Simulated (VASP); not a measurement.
Here is a VASP 6.6.1 calculation.

The input INCAR:

```
ALGO     = Normal         # electronic algorithm
EDIFF    = 1E-6           # SCF threshold, eV
ENCUT    = 520            # plane-wave cutoff, eV
ISIF     = 2              # what is computed and relaxed
ISMEAR   = -1             # smearing method
LASPH    = T              # aspherical terms in the spheres
LCHARG   = F              # write CHGCAR
LREAL    = F              # projectors in reciprocal space
LWAVE    = F              # write WAVECAR
NBANDS   = 26             # bands
NELM     = 80             # most SCF steps
PREC     = Accurate       # precision mode
SIGMA    = 0.0272         # smearing width, eV
```

File KPOINTS:

```
k-points
0
Gamma
  4 4 4
```

File POSCAR:

```
Si7P
1.0
    5.4709431802      0.0000000000      0.0000000000
    0.0000000000      5.4709431802      0.0000000000
    0.0000000000      0.0000000000      5.4709431802
P Si
1 7
Direct
    0.8750000000      0.3750000000      0.3750000000
    0.3750000000      0.8750000000      0.3750000000
    0.3750000000      0.3750000000      0.8750000000
    0.8750000000      0.8750000000      0.8750000000
    0.1250000000      0.1250000000      0.1250000000
    0.6250000000      0.6250000000      0.1250000000
    0.6250000000      0.1250000000      0.6250000000
    0.1250000000      0.6250000000      0.6250000000
```

Potentials or basis: VASP PAW LDA potentials, release 64 (P, Si).

Run with:

```console
$ cat potpaw_LDA.64/P/POTCAR potpaw_LDA.64/Si/POTCAR > POTCAR
$ mpirun -np 1 vasp_std > vasp.out
```

Problem. What does it give for the largest force?

Solution. 0.115 eV/Å.

Problem. What does it give for the pressure?

Solution. -5.5 GPa.

Forces on the atoms (eV/Å):
```
P    0.000  0.000  0.000
Si   0.000  0.000  0.000
Si   0.000  0.000  0.000
Si   0.000  0.000  0.000
Si   0.067 -0.067 -0.067
Si  -0.067  0.067 -0.067
Si  -0.067 -0.067  0.067
Si   0.067  0.067  0.067
```
